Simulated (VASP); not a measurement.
# Zn6H2O7 in VASP: single point with PBE+D3(BJ)

Aim: the single point of Zn6H2O7 with PBE+D3(BJ).

Everything below comes from runs of VASP 6.6.1. Logs are shortened: lines on timing, memory, paths and dates and some standing lists are left out, and cuts for length are marked.

## (1) The cell of the first run

The cell holds a slab with vacuum, 30 atoms: a = 6.509 Å, b = 5.256 Å, c = 24.788 Å, α = 90.00°, β = 90.00°, γ = 90.00°.

## (2) Single point, PBE+D3(BJ)

The input, INCAR:

```
ALGO = Normal ; DIPOL = 0.5 0.5 0.494
EDIFF = 1E-7 ; ENCUT = 520
GGA = PE ; IDIPOL = 3
ISIF = 2 ; ISMEAR = 0
IVDW = 12 ; LASPH = True
LCHARG = True ; LDIPOL = True
LELF = True ; LREAL = Auto
LVACPOTAV = True ; LVHAR = True
LWAVE = False ; NBANDS = 137
NELM = 60 ; PREC = Accurate
SIGMA = 0.05
```

The input, KPOINTS:

```
k-points
0
Gamma
  3 3 1
```

The input, POSCAR:

```
Zn6H2O7
1.0
    6.5094894540      0.0000000000      0.0000000000
    0.0000000000      5.2564237872      0.0000000000
    0.0000000000      0.0000000000     24.7881105972
Zn O H
12 14 4
Direct
    0.5000000000      0.9983827816      0.3227353682
    0.0000000000      0.9983827816      0.3227353682
    0.7500000000      0.4983827816      0.3606391797
    0.2500000000      0.4983827816      0.3606391797
    0.7500000000      0.9983827816      0.4364468028
    0.2500000000      0.9983827816      0.4364468028
    0.0000000000      0.4983827816      0.4743506143
    0.5000000000      0.4983827816      0.4743506143
    0.0021580721      0.9922210270      0.5491404011
    0.5021580721      0.9922210270      0.5491404011
    0.2504932647      0.5119419903      0.5932952113
    0.7504932647      0.5119419903      0.5932952113
    0.5000000000      0.6195172184      0.3227353682
    0.0000000000      0.6195172184      0.3227353682
    0.7500000000      0.1195172184      0.3606391797
    0.2500000000      0.1195172184      0.3606391797
    0.7500000000      0.6195172184      0.4364468028
    0.2500000000      0.6195172184      0.4364468028
    0.0000000000      0.1195172184      0.4743506143
    0.5000000000      0.1195172184      0.4743506143
   -0.0009494092      0.6162271490      0.5502241932
    0.4990505908      0.6162271490      0.5502241932
    0.2518971287      0.1285974578      0.5883986271
    0.7518971287      0.1285974578      0.5883986271
    0.2550980585      0.7543596304      0.6522495713
    0.7550980585      0.7543596304      0.6522495713
    0.1270393909      0.7462159421      0.6725284059
    0.6270393909      0.7462159421      0.6725284059
    0.2512925576     -0.0018016915      0.6212850503
    0.7512925576     -0.0018016915      0.6212850503
```

Potentials or basis: VASP PAW PBE potentials, release 64 (Zn, O, H).

Started as:

```console
$ cat potpaw_PBE.64/Zn/POTCAR potpaw_PBE.64/O/POTCAR potpaw_PBE.64/H/POTCAR > POTCAR
$ mpirun -np 1 vasp_std > vasp.out
```

OUTCAR:

```text
EDIFF = 1E-7
   ENCUT = 520
   GGA = PE
   ISIF = 2
   ISMEAR = 0
   IVDW = 12
   LASPH = True
   LREAL = Auto
   NELM = 60
   PREC = Accurate
 IVDW          = 12

 ion  position               nearest neighbor table
   1  0.500  0.998  0.323-  15 1.98  16 1.98  13 1.99
   2  0.000  0.998  0.323-  15 1.98  16 1.98  14 1.99
   3  0.750  0.498  0.361-  13 1.98  14 1.98  17 1.98  15 1.99
   4  0.250  0.498  0.361-  13 1.98  14 1.98  18 1.98  16 1.99
   5  0.750  0.998  0.436-  19 1.98  20 1.98  15 1.98  17 1.99
   6  0.250  0.998  0.436-  19 1.98  20 1.98  16 1.98  18 1.99
   7  0.000  0.498  0.474-  21 1.98  18 1.98  17 1.98  19 1.99
   8  0.500  0.498  0.474-  22 1.98  18 1.98  17 1.98  20 1.99
   9  0.002  0.992  0.549-  19 1.97  21 1.98  23 2.03  24 2.03
  10  0.502  0.992  0.549-  20 1.97  22 1.98  24 2.03  23 2.03
  11  0.250  0.512  0.593-  25 1.94  22 2.01  23 2.02  21 2.03
  12  0.750  0.512  0.593-  26 1.94  21 2.01  24 2.02  22 2.03
  13  0.500  0.620  0.323-   3 1.98   4 1.98   1 1.99
  14  0.000  0.620  0.323-   3 1.98   4 1.98   2 1.99
  15  0.750  0.120  0.361-   1 1.98   2 1.98   5 1.98   3 1.99
  16  0.250  0.120  0.361-   1 1.98   2 1.98   6 1.98   4 1.99
  17  0.750  0.620  0.436-   7 1.98   8 1.98   3 1.98   5 1.99
  18  0.250  0.620  0.436-   7 1.98   8 1.98   4 1.98   6 1.99
  19  0.000  0.120  0.474-   9 1.97   6 1.98   5 1.98   7 1.99
  20  0.500  0.120  0.474-  10 1.97   6 1.98   5 1.98   8 1.99
  21  0.999  0.616  0.550-   9 1.98   7 1.98  12 2.01  11 2.03
  22  0.499  0.616  0.550-  10 1.98   8 1.98  11 2.01  12 2.03
  23  0.252  0.129  0.588-  29 1.07  11 2.02   9 2.03  10 2.03
  24  0.752  0.129  0.588-  30 1.07  12 2.02  10 2.03   9 2.03
  25  0.255  0.754  0.652-  27 0.97  11 1.94
  26  0.755  0.754  0.652-  28 0.97  12 1.94
  27  0.127  0.746  0.673-  25 0.97
  28  0.627  0.746  0.673-  26 0.97
  29  0.251  0.998  0.621-  23 1.07
  30  0.751  0.998  0.621-  24 1.07

  LATTYP: Found a simple orthorhombic cell.
 ALAT       =     5.2564237872
 B/A-ratio  =     1.2383874888
 C/A-ratio  =     4.7157747550

  Lattice vectors:

 A1 = (   0.0000000000,  -5.2564237872,   0.0000000000)
 A2 = (   6.5094894540,   0.0000000000,   0.0000000000)
 A3 = (   0.0000000000,   0.0000000000,  24.7881105972)

Analysis of symmetry for initial positions (statically):
=====================================================================
 Subroutine PRICEL returns following result:

  LATTYP: Found a simple orthorhombic cell.
 ALAT       =     3.2547447270
 B/A-ratio  =     1.6150033960
 C/A-ratio  =     7.6159922441

  Lattice vectors:

 A1 = (   3.2547447270,   0.0000000000,   0.0000000000)
[... 154 lines left out ...]
   PSTRESS=    0.0 pullay stress
   NELECT =     232.0000    total number of electrons
   NUPDOWN=      -1.0000    fix difference up-down
   EMIN   =  10.00;   EMAX   =-10.00  energy-range for DOS
   EFERMI =   0.00;   METHOD = LEGACY
   ISMEAR =     0;   SIGMA  =   0.05  broadening in eV -4-tet -1-fermi 0-gaus
   EFERMI_NEDOS =   21; number of points for ismear=-14 and -15
   IALGO  =     38    algorithm
   IMIX   =      4    mixing-type and parameters
     AMIX     =   0.40;   BMIX     =  1.00
     AMIX_MAG =   1.60;   BMIX_MAG =  1.00
  volume/ion in A,a.u.               =      28.27       190.79
  Fermi-wavevector in a.u.,A,eV,Ry     =   1.062700  2.008211 15.365478  1.129331
  Thomas-Fermi vector in A             =   2.198159
   LORBIT       =      0    0 simple, 1 ext, 2 COOP (PROOUT), +10 PAW based schemes
   GGA     = PE    functional components
   LHFCALC =     F    Hartree Fock is set to
   AEXX    =    0.0000 exact exchange contribution
   IVDW    =    12    specifies the selected vdW correction
   LEPSILON=     F    determine dielectric tensor
   LRPA    =     F    only Hartree local field effects (RPA)
 non-spin polarized calculation
 Gauss-broadening in eV      SIGMA  =   0.05
  energy-cutoff  :      520.00
  volume of cell :      848.17
 maximum number of plane-waves:     22862
   NGX = 25   NGY = 19   NGZ = 93

 dipolmoment           0.000000      0.000000     -0.000243 electrons x Angstroem

 number of electron     232.0000023 magnetization

 dipolmoment           0.000000      0.000000      0.153281 electrons x Angstroem

 Free energy of the ion-electron system (eV)
  ---------------------------------------------------
  ext. energy  EPLUGINS =         0.00000000
  ---------------------------------------------------
  free energy    TOTEN  =      -133.32620675 eV

  energy without entropy =     -133.32620675  energy(sigma->0) =     -133.32620675

 E-fermi :  -2.6785     XC(G=0):  -4.6436

 val. band max:       -2.9569101992   @ k =   0.0000   0.0000   0.0000
 cond. band min:      -2.2565973122   @ k =   0.0000   0.0000   0.0000
 fundamental gap:      0.7003128871
 Fermi energy:        -2.6784911021

 k-point     1 :       0.0000    0.0000    0.0000
  band No.  band energies     occupation
      1     -22.1073      2.00000
      2     -21.8827      2.00000
      3     -21.2119      2.00000
      4     -20.9269      2.00000
      5     -20.8754      2.00000
      6     -20.8727      2.00000
[... 644 lines left out ...]
    127       3.0653      0.00000
    128       3.1974      0.00000
 [bands above 128 left out]

------------------------ aborting loop because EDIFF is reached ----------------------------------------

 Edisp (eV)   -4.45568

 E8    (eV) :    -1.6900

  FORCE on cell =-STRESS in cart. coord.  units (eV):
  Direction    XX          YY          ZZ          XY          YZ          ZX
  --------------------------------------------------------------------------------------
  -------------------------------------------------------------------------------------
  Total      -1.17204    -7.16763     0.64504     0.21207     0.97557    -0.11850
  in kB      -2.21397   -13.53959     1.21848     0.40060     1.84284    -0.22384
  external pressure =       -4.85 kB  Pullay stress =        0.00 kB

 VOLUME and BASIS-vectors are now :
 -----------------------------------------------------------------------------
  energy-cutoff  :      520.00
  volume of cell :      848.17
      direct lattice vectors                 reciprocal lattice vectors
     6.509489454  0.000000000  0.000000000     0.153621879  0.000000000  0.000000000
     0.000000000  5.256423787  0.000000000     0.000000000  0.190243413  0.000000000
     0.000000000  0.000000000 24.788110597     0.000000000  0.000000000  0.040341921

 POSITION                                       TOTAL-FORCE (eV/Angst)
 -----------------------------------------------------------------------------------
      3.25474      5.24792      8.00000         0.000016     -1.369132      1.065833
      0.00000      5.24792      8.00000         0.000016     -1.369132      1.065833
      4.88212      2.61971      8.93956        -0.000187      0.723366     -0.744718
      1.62737      2.61971      8.93956        -0.000187      0.723366     -0.744718
      4.88212      5.24792     10.81869         0.002272     -0.280488      0.140483
      1.62737      5.24792     10.81869         0.002272     -0.280488      0.140483
[... 22 lines left out ...]
      1.63579      5.24695     15.40048         0.003905     -0.063781      0.064429
      4.89053      5.24695     15.40048         0.003905     -0.063781      0.064429
 -----------------------------------------------------------------------------------
    total drift:                               -0.001738      0.019102      0.006193

  FREE ENERGIE OF THE ION-ELECTRON SYSTEM (eV)
  ---------------------------------------------------
  free  energy   TOTEN  =      -137.7818867277 eV

  energy  without entropy=     -137.7818867277  energy(sigma->0) =     -137.78188673

 vacuum level on the upper side and lower side of the slab         2.960         2.149
```

OSZICAR:

```text
N       E                     dE             d eps       ncg     rms          rms(c)
DAV:   1     0.243377730236E+04    0.24338E+04   -0.10484E+05  1370   0.175E+03
DAV:   2     0.372854939519E+03   -0.20609E+04   -0.19487E+04  1490   0.441E+02
DAV:   3    -0.113924324518E+03   -0.48678E+03   -0.47958E+03  1510   0.211E+02
DAV:   4    -0.157025220912E+03   -0.43101E+02   -0.42679E+02  1547   0.649E+01
[... 28 lines left out ...]
DAV:  33    -0.133326206279E+03   -0.59521E-06   -0.29052E-08   964   0.866E-04    0.216E-04
DAV:  34    -0.133326206392E+03   -0.11267E-06   -0.58211E-09   932   0.647E-04    0.165E-04
DAV:  35    -0.133326206618E+03   -0.22643E-06   -0.26136E-09   860   0.587E-04    0.123E-04
DAV:  36    -0.133326206743E+03   -0.12519E-06   -0.19008E-09   876   0.482E-04    0.628E-05
DAV:  37    -0.133326206753E+03   -0.92514E-08   -0.34830E-10   924   0.275E-04
   1 F= -.13778189E+03 E0= -.13778189E+03  d E =-.107161E-15
```

It took 63 min on 1 thread of Intel Xeon 8259CL, shared host; peak memory 0.97 GiB.

What came out:

| Property | Result |
| --- | --- |
| Free energy | -137.7819 eV |
| Largest force | 1.735 eV/Å |
| Band gap on the k mesh | 0.70 eV |
| Dispersion energy per atom | -0.149 eV |

Forces in eV/Å, atoms in the order of the input:
```
Zn   0.000 -1.369  1.066
Zn   0.000 -1.369  1.066
Zn   0.000  0.723 -0.745
Zn   0.000  0.723 -0.745
Zn   0.002 -0.280  0.140
Zn   0.002 -0.280  0.140
Zn  -0.004  0.155  0.071
Zn  -0.004  0.155  0.071
Zn  -0.006  0.015  0.013
Zn  -0.006  0.015  0.013
Zn  -0.008 -0.043 -0.025
Zn  -0.008 -0.043 -0.025
O    0.000  0.703  0.040
O    0.000  0.703  0.040
O    0.001  0.079 -0.879
O    0.001  0.079 -0.879
O   -0.006  0.046  0.282
O   -0.006  0.046  0.282
O    0.010 -0.042 -0.098
O    0.010 -0.042 -0.098
O    0.008 -0.022  0.015
O    0.008 -0.022  0.015
O    0.001  0.034  0.001
O    0.001  0.034  0.001
O    0.103  0.071 -0.014
O    0.103  0.071 -0.014
H   -0.104 -0.006  0.070
H   -0.104 -0.006  0.070
H    0.004 -0.064  0.064
H    0.004 -0.064  0.064
```
